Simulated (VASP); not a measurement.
# Ti (P6_3/mmc) in VASP: notebook

The runs below take Ti through single point, relaxation of cell and atoms, with PBE+D3(BJ).

All numbers are computed with VASP 6.6.1; they aren't measurements. Logs are shortened: lines on timing, memory, paths and dates and some standing lists are left out, and cuts for length are marked.

## Step 1: The cell of the first run

The structure is hexagonal, space group P6_3/mmc (No. 194). Conventional cell: a = 2.887 Å, b = 2.887 Å, c = 4.574 Å, α = 90.00°, β = 90.00°, γ = 120.00°. Within 3.7 Å of Ti (site symmetry -6m2) lie 12 Ti at 2.83 to 2.89 Å.

## Step 2: Single point, PBE+D3(BJ)

INCAR reads:

```
PREC = Accurate
ENCUT = 520
EDIFF = 1E-6
ISMEAR = 0
SIGMA = 0.1
LREAL = False
LASPH = True
NELM = 100
ALGO = Fast
ISIF = 2
LWAVE = False
LCHARG = True
GGA = PE
IVDW = 12
LELF = True
LVHAR = True
NBANDS = 19
```

KPOINTS reads:

```
Automatic mesh
0
Gamma
  18 18 10
```

POSCAR reads:

```
Ti
1.0
    2.8866789193      0.0000000000      0.0000000000
   -1.4433394596      2.4999372767      0.0000000000
    0.0000000000      0.0000000000      4.5740712733
Ti
2
Direct
    0.3333333333      0.6666666667      0.2500000000
    0.6666666667      0.3333333333      0.7500000000
```

Potentials or basis: VASP PAW PBE potentials, release 64 (Ti_sv).

On the command line:

```bash
$ cat potpaw_PBE.64/Ti_sv/POTCAR > POTCAR
$ mpirun -np 1 vasp_std > vasp.out
```

OUTCAR:

```text
PREC = Accurate
   ENCUT = 520
   EDIFF = 1E-6
   ISMEAR = 0
   LREAL = False
   LASPH = True
   NELM = 100
   ISIF = 2
   GGA = PE
   IVDW = 12
 IVDW          = 12

 ion  position               nearest neighbor table
   1  0.333  0.667  0.250-   2 2.83   2 2.83   2 2.83   2 2.83   2 2.83   2 2.83
   2  0.667  0.333  0.750-   1 2.83   1 2.83   1 2.83   1 2.83   1 2.83   1 2.83

  LATTYP: Found a hexagonal cell.
 ALAT       =     2.8866789193
 C/A-ratio  =     1.5845445237

  Lattice vectors:

 A1 = (   2.8866789193,   0.0000000000,   0.0000000000)
 A2 = (  -1.4433394596,   2.4999372767,   0.0000000000)
 A3 = (   0.0000000000,   0.0000000000,   4.5740712733)

Analysis of symmetry for initial positions (statically):
=====================================================================
 Subroutine PRICEL returns:
 Original cell was already a primitive cell.

 Routine SETGRP: Setting up the symmetry group for a
 hexagonal supercell.

 Subroutine GETGRP returns: Found 24 space group operations
 (whereof 12 operations were pure point group operations)
 out of a pool of 24 trial point group operations.

The static configuration has the point symmetry D_3d.
 The point group associated with its full space group is D_6h.

Analysis of symmetry for dynamics (positions and initial velocities):
=====================================================================
 Subroutine PRICEL returns:
 Original cell was already a primitive cell.

 Routine SETGRP: Setting up the symmetry group for a
 hexagonal supercell.

 Subroutine GETGRP returns: Found 24 space group operations
 (whereof 12 operations were pure point group operations)
 out of a pool of 24 trial point group operations.

The dynamic configuration has the point symmetry D_3d.
 The point group associated with its full space group is D_6h.

 Subroutine INISYM returns: Found 24 space group operations
 (whereof 12 operations are pure point group operations),
 and found     1 'primitive' translations

----------------------------------------------------------------------------------------

                                     Primitive cell

  volume of cell :      33.0089

  direct lattice vectors                    reciprocal lattice vectors
     2.886678919  0.000000000  0.000000000     0.346418853  0.200005018  0.000000000
    -1.443339460  2.499937277  0.000000000     0.000000000  0.400010036  0.000000000
     0.000000000  0.000000000  4.574071273     0.000000000  0.000000000  0.218623616

  length of vectors
     2.886678919  2.886678919  4.574071273     0.400010036  0.400010036  0.218623616

  position of ions in fractional coordinates (direct lattice)
     0.333333333  0.666666667  0.250000000
     0.666666667  0.333333333  0.750000000

  ion indices of the primitive-cell ions
   primitive index   ion index
                 1           1
                 2           2

----------------------------------------------------------------------------------------

 KPOINTS: Automatic mesh

Automatic generation of k-mesh.
 Grid dimensions read from file:
 generate k-points for:   18   18   10

 Generating k-lattice:

  Cartesian coordinates                     Fractional coordinates (reciprocal lattice)
     0.019245492  0.011111390  0.000000000     0.055555556 -0.000000000  0.000000000
     0.000000000  0.022222780  0.000000000     0.000000000  0.055555556  0.000000000
     0.000000000  0.000000000  0.021862362     0.000000000  0.000000000  0.100000000

  Length of vectors
     0.022222780  0.022222780  0.021862362

  Shift w.r.t. Gamma in fractional coordinates (k-lattice)
     0.000000000  0.000000000  0.000000000

 Subroutine IBZKPT returns following result:
 ===========================================

 Found    222 irreducible k-points:

 Following reciprocal coordinates:
            Coordinates               Weight
  0.000000  0.000000  0.000000      1.000000
  0.055556 -0.000000  0.000000      6.000000
  0.111111 -0.000000  0.000000      6.000000
  0.166667 -0.000000  0.000000      6.000000
  0.222222  0.000000  0.000000      6.000000
  0.277778  0.000000  0.000000      6.000000
[... 16 lines left out ...]
  0.333333  0.111111  0.000000     12.000000
  0.388889  0.111111  0.000000     12.000000
 [... further k-points ...]
   k-points           NKPTS =    222   k-points in BZ     NKDIM =    222   number of bands    NBANDS=     19
   number of dos      NEDOS =    301   number of ions     NIONS =      2
   total plane-waves  NPLWV =  20736
   dimension x,y,z NGX =    24 NGY =   24 NGZ =   36
   dimension x,y,z NGXF=    48 NGYF=   48 NGZF=   72
   ions per type =               2
   NGX,Y,Z   is equivalent  to a cutoff of  13.82, 13.82, 13.08 a.u.
   NGXF,Y,Z  is equivalent  to a cutoff of  27.64, 27.64, 26.17 a.u.
 SYSTEM =  unknown system
   PREC   = accura    normal or accurate (medium, high low for compatibility)
   ISTART =      0    job   : 0-new  1-cont  2-samecut
   ICHARG =      2    charge: 1-file 2-atom 10-const
   ISPIN  =      1    spin polarized calculation?
   LNONCOLLINEAR =      F non collinear calculations
   LSORBIT =      F    spin-orbit coupling
   LASPH  =      T    aspherical Exc in radial PAW
   ENCUT  =  520.0 eV  38.22 Ry    6.18 a.u.   5.37  5.37  8.50*2*pi/ulx,y,z
   NELM   =    100;   NELMIN=  2; NELMDL= -5     # of ELM steps
   EDIFF  = 0.1E-05   stopping-criterion for ELM
   LREAL  =      F    real-space projection
[... 7 lines left out ...]
   TEBEG  =    0.0;   TEEND  =   0.0 temperature during run
   PSTRESS=    0.0 pullay stress
   NELECT =      24.0000    total number of electrons
   NUPDOWN=      -1.0000    fix difference up-down
   EMIN   =  10.00;   EMAX   =-10.00  energy-range for DOS
   EFERMI =   0.00;   METHOD = LEGACY
   ISMEAR =     0;   SIGMA  =   0.10  broadening in eV -4-tet -1-fermi 0-gaus
   EFERMI_NEDOS =   21; number of points for ismear=-14 and -15
   IALGO  =     68    algorithm
   IMIX   =      4    mixing-type and parameters
     AMIX     =   0.40;   BMIX     =  1.00
     AMIX_MAG =   1.60;   BMIX_MAG =  1.00
  volume/ion in A,a.u.               =      16.50       111.38
  Fermi-wavevector in a.u.,A,eV,Ry     =   1.472092  2.781851 29.484587  2.167056
  Thomas-Fermi vector in A             =   2.587149
   LORBIT       =      0    0 simple, 1 ext, 2 COOP (PROOUT), +10 PAW based schemes
   GGA     = PE    functional components
   LHFCALC =     F    Hartree Fock is set to
   AEXX    =    0.0000 exact exchange contribution
   IVDW    =    12    specifies the selected vdW correction
   LEPSILON=     F    determine dielectric tensor
   LRPA    =     F    only Hartree local field effects (RPA)
 non-spin polarized calculation
 RMM-DIIS sequential band-by-band and
 Gauss-broadening in eV      SIGMA  =   0.10
  energy-cutoff  :      520.00
  volume of cell :       33.01
 maximum number of plane-waves:       911
 NGX is ok and might be reduce to    24
   NGX = 11   NGY = 11   NGZ = 17

 number of electron      24.0000001 magnetization

 Free energy of the ion-electron system (eV)
  ---------------------------------------------------
  ext. energy  EPLUGINS =         0.00000000
  ---------------------------------------------------
  free energy    TOTEN  =       -15.64591792 eV

  energy without entropy =      -15.63698077  energy(sigma->0) =      -15.64144935

 E-fermi :   8.8968     XC(G=0): -11.7403

 val. band max:        8.8821841830   @ k =   0.3333   0.1667   0.4000
 cond. band min:       8.9002508901   @ k =   0.0556  -0.0000   0.5000
 fundamental gap:      0.0180667071
 Fermi energy:         8.8968420365

 k-point     1 :       0.0000    0.0000    0.0000
  band No.  band energies     occupation
      1     -47.8915      2.00000
      2     -47.7239      2.00000
      3     -24.5399      2.00000
      4     -23.7887      2.00000
      5     -23.7887      2.00000
      6     -23.7067      2.00000
[... 11 lines left out ...]
     18      10.6040      0.00000
     19      12.2383      0.00000

 k-point     2 :       0.0556   -0.0000    0.0000
  band No.  band energies     occupation
      1     -47.8877      2.00000
      2     -47.7224      2.00000
      3     -24.5318      2.00000
      4     -23.8053      2.00000
      5     -23.7943      2.00000
      6     -23.7101      2.00000
[... 11 lines left out ...]
     18      10.5506      0.00000
     19      12.2676      0.00000

 k-point     3 :       0.1111   -0.0000    0.0000
  band No.  band energies     occupation
      1     -47.8768      2.00000
      2     -47.7181      2.00000
      3     -24.5083      2.00000
      4     -23.8533      2.00000
      5     -23.8100      2.00000
      6     -23.7386      2.00000
[... 11 lines left out ...]
     18      10.4551      0.00000
     19      12.3411      0.00000

 k-point     4 :       0.1667   -0.0000    0.0000
  band No.  band energies     occupation
      1     -47.8598      2.00000
      2     -47.7119      2.00000
      3     -24.4706      2.00000
      4     -23.9272      2.00000
      5     -23.8335      2.00000
      6     -23.8129      2.00000
[... 11 lines left out ...]
     18      10.7276      0.00000
     19      12.4308      0.00000

 k-point     5 :       0.2222    0.0000    0.0000
  band No.  band energies     occupation
      1     -47.8382      2.00000
      2     -47.7049      2.00000
      3     -24.4214      2.00000
      4     -24.0185      2.00000
      5     -23.9016      2.00000
      6     -23.8614      2.00000
[... 11 lines left out ...]
     18      11.0803      0.00000
     19      12.5154      0.00000

 k-point     6 :       0.2778    0.0000    0.0000
  band No.  band energies     occupation
      1     -47.8142      2.00000
      2     -47.6984      2.00000
      3     -24.3640      2.00000
      4     -24.1163      2.00000
      5     -23.9935      2.00000
      6     -23.8903      2.00000
[... 11 lines left out ...]
     18      11.4832      0.00000
     19      12.5846      0.00000

 k-point     7 :       0.3333    0.0000    0.0000
  band No.  band energies     occupation
      1     -47.7901      2.00000
      2     -47.6937      2.00000
      3     -24.3027      2.00000
      4     -24.2084      2.00000
      5     -24.0776      2.00000
      6     -23.9168      2.00000
[... 11 lines left out ...]
     18      11.8983      0.00000
     19      12.6354      0.00000

 k-point     8 :       0.3889    0.0000    0.0000
  band No.  band energies     occupation
      1     -47.7686      2.00000
      2     -47.6916      2.00000
      3     -24.2835      2.00000
      4     -24.2439      2.00000
      5     -24.1448      2.00000
      6     -23.9381      2.00000
[... 256 lines left out ...]
 k-point    20 :       0.1667    0.1111    0.0000
  band No.  band energies     occupation
      1     -47.8296      2.00000
      2     -47.7023      2.00000
      3     -24.4011      2.00000
      4     -24.0236      2.00000
      5     -23.9748      2.00000
      6     -23.8431      2.00000
[... 11 lines left out ...]
     18      11.3821      0.00000
     19      12.4849      0.00000

 k-point    21 :       0.2222    0.1111    0.0000
  band No.  band energies     occupation
      1     -47.8066      2.00000
      2     -47.6966      2.00000
      3     -24.3452      2.00000
      4     -24.1123      2.00000
      5     -24.0406      2.00000
      6     -23.8868      2.00000
[... 11 lines left out ...]
     18      11.8491      0.00000
     19      12.5285      0.00000

 k-point    22 :       0.2778    0.1111    0.0000
  band No.  band energies     occupation
      1     -47.7834      2.00000
      2     -47.6927      2.00000
      3     -24.2852      2.00000
      4     -24.1983      2.00000
      5     -24.0982      2.00000
      6     -23.9287      2.00000
[... 11 lines left out ...]
     18      12.3527      0.00000
     19      12.5620      0.00000

 k-point    23 :       0.3333    0.1111    0.0000
  band No.  band energies     occupation
      1     -47.7626      2.00000
      2     -47.6914      2.00000
      3     -24.2685      2.00000
      4     -24.2269      2.00000
      5     -24.1445      2.00000
      6     -23.9626      2.00000
[... 11 lines left out ...]
     18      12.5843      0.00000
     19      12.8730      0.00000

 k-point    24 :       0.3889    0.1111    0.0000
  band No.  band energies     occupation
      1     -47.7472      2.00000
      2     -47.6923      2.00000
      3     -24.3141      2.00000
      4     -24.1799      2.00000
      5     -24.1747      2.00000
      6     -23.9845      2.00000
[... 11 lines left out ...]
     18      12.5967      0.00000
     19      13.3960      0.00000

 [... further k-points ...]

------------------------ aborting loop because EDIFF is reached ----------------------------------------

 Edisp (eV)   -1.26906

 E8    (eV) :    -0.6026

  FORCE on cell =-STRESS in cart. coord.  units (eV):
  Direction    XX          YY          ZZ          XY          YZ          ZX
  --------------------------------------------------------------------------------------
  -------------------------------------------------------------------------------------
  Total      -0.10945    -0.10945    -0.11178    -0.00000     0.00000     0.00000
  in kB      -5.31240    -5.31240    -5.42565    -0.00000     0.00000     0.00000
  external pressure =       -5.35 kB  Pullay stress =        0.00 kB

 VOLUME and BASIS-vectors are now :
 -----------------------------------------------------------------------------
  energy-cutoff  :      520.00
  volume of cell :       33.01
      direct lattice vectors                 reciprocal lattice vectors
     2.886678919  0.000000000  0.000000000     0.346418853  0.200005018  0.000000000
    -1.443339460  2.499937277  0.000000000     0.000000000  0.400010036  0.000000000
     0.000000000  0.000000000  4.574071273     0.000000000  0.000000000  0.218623616

 POSITION                                       TOTAL-FORCE (eV/Angst)
 -----------------------------------------------------------------------------------
     -0.00000      1.66662      1.14352         0.000000      0.000000      0.000000
      1.44334      0.83331      3.43055        -0.000000      0.000000      0.000000
 -----------------------------------------------------------------------------------
    total drift:                               -0.000000      0.000000     -0.000000

  FREE ENERGIE OF THE ION-ELECTRON SYSTEM (eV)
  ---------------------------------------------------
  free  energy   TOTEN  =       -16.9149733587 eV

  energy  without entropy=      -16.9060362034  energy(sigma->0) =      -16.91050478
```

It took 4.1 min on 1 thread of AMD EPYC 9R45 (Zen 5), shared host; peak memory 0.22 GiB.

What came out:

| Property | Result |
| --- | --- |
| Free energy | -16.9150 eV |
| Pressure | -0.5 GPa |
| Band gap on the k mesh | zero (bands 12 and 13 overlap by 1.13 eV) |
| Dispersion energy per atom | -0.635 eV |

Levels at points of the mesh, in eV from the Fermi level:
| k point | band 10 | band 11 | band 12 | band 13 | band 14 | band 15 |
| --- | --- | --- | --- | --- | --- | --- |
| (0.00, 0.00, 0.00) | -2.83 | 0.79 | 0.79 | 0.90 | 0.91 | 1.33 |
| (0.50, 0.00, 0.00) | -2.32 | -1.99 | -0.58 | 0.48 | 0.66 | 1.24 |
| (0.00, 0.00, 0.50) | -4.41 | 0.07 | 0.07 | 0.69 | 0.69 | 0.69 |
| (0.50, 0.00, 0.50) | -2.69 | -0.89 | -0.89 | 1.46 | 1.46 | 1.82 |

## Step 3: Relaxation of cell and atoms, PBE+D3(BJ)

This run uses another cell than the first one, of 17.39 Å³/atom.

INCAR reads:

```
ALGO = Fast
EDIFF = 1E-6
EDIFFG = -0.005
ENCUT = 600
GGA = PE
IBRION = 2
ISIF = 3
ISMEAR = 0
IVDW = 12
LASPH = T
LCHARG = F
LREAL = F
LWAVE = F
NELM = 60
NSW = 70
PREC = Accurate
SIGMA = 0.1
```

KPOINTS reads:

```
k-points
0
Gamma
  18 18 10
```

POSCAR reads:

```
Ti
1.0
    2.9385821065      0.0000000000      0.0000000000
   -1.4692910532      2.5448867553      0.0000000000
    0.0000000000      0.0000000000      4.6504271810
Ti
2
Direct
    0.3333333333      0.6666666667      0.2500000000
    0.6666666667      0.3333333333      0.7500000000
```

Potentials or basis: VASP PAW PBE potentials, release 64 (Ti_sv).

On the command line:

```bash
$ cat potpaw_PBE.64/Ti_sv/POTCAR > POTCAR
$ mpirun -np 1 vasp_std > vasp.out
```

Wall time 15 min (1 thread of AMD EPYC 9R45 (Zen 5), shared host); peak memory 0.26 GiB.

It converged, with:

* Free energy: -16.9153 eV
* Relaxed volume: 16.44 Å³/atom
* Relaxed cell: a = 2.883 Å, b = 2.883 Å, c = 4.569 Å, α = 90.00°, β = 90.00°, γ = 120.00°
* Space group after relaxing (to 0.1 Å): P6_3/mmc (No. 194)
* Energy gained by relaxing: 18.4 meV/atom
* Ionic steps: 11
* Pressure after relaxing: 0.0 GPa
* Band gap on the k mesh: zero (bands 12 and 13 overlap by 1.13 eV)
* Dispersion energy per atom: -0.637 eV

Step by step:
| step | energy change (eV) | largest force (eV/Å) | pressure (GPa) | volume (Å³) |
| --- | --- | --- | --- | --- |
| 1 | 0.0000 | 0.0000 | -6.06 | 34.78 |
| 2 | -0.0152 | 0.0000 | 5.32 | 31.57 |
| 3 | -0.0368 | 0.0000 | -0.02 | 32.92 |
| 4 | -0.0368 | 0.0000 | 0.03 | 32.88 |
| 5 | -0.0368 | 0.0000 | 0.09 | 32.88 |
| 6 | -0.0368 | 0.0000 | 0.09 | 32.88 |
| 7 | -0.0368 | 0.0000 | 0.05 | 32.91 |
| 8 | -0.0368 | 0.0000 | -0.06 | 32.94 |
| 9 | -0.0368 | 0.0000 | -0.19 | 32.92 |
| 10 | -0.0368 | 0.0000 | -0.13 | 32.92 |
| 11 | -0.0368 | 0.0000 | -0.02 | 32.89 |

Final structure:
```
Ti
1.0
     2.88292    0.00000    0.00000
    -1.44146    2.49668    0.00000
     0.00000    0.00000    4.56922
Ti
2
Cartesian
  0.0000 1.6645 1.1423
  1.4415 0.8322 3.4269
```

Levels at points of the mesh, in eV from the Fermi level:
| k point | band 8 | band 9 | band 10 | band 11 | band 12 | band 13 | band 14 | band 15 | band 16 |
| --- | --- | --- | --- | --- | --- | --- | --- | --- | --- |
| (0.00, 0.00, 0.00) | -32.56 | -6.35 | -2.84 | 0.79 | 0.79 | 0.91 | 0.91 | 1.33 | 1.33 |
| (0.50, 0.00, 0.00) | -32.64 | -2.43 | -2.33 | -2.00 | -0.58 | 0.48 | 0.67 | 1.25 | 3.57 |
| (0.00, 0.00, 0.50) | -32.62 | -4.41 | -4.41 | 0.07 | 0.07 | 0.70 | 0.70 | 0.70 | 0.70 |
| (0.50, 0.00, 0.50) | -32.74 | -2.70 | -2.70 | -0.89 | -0.89 | 1.47 | 1.47 | 1.83 | 1.83 |
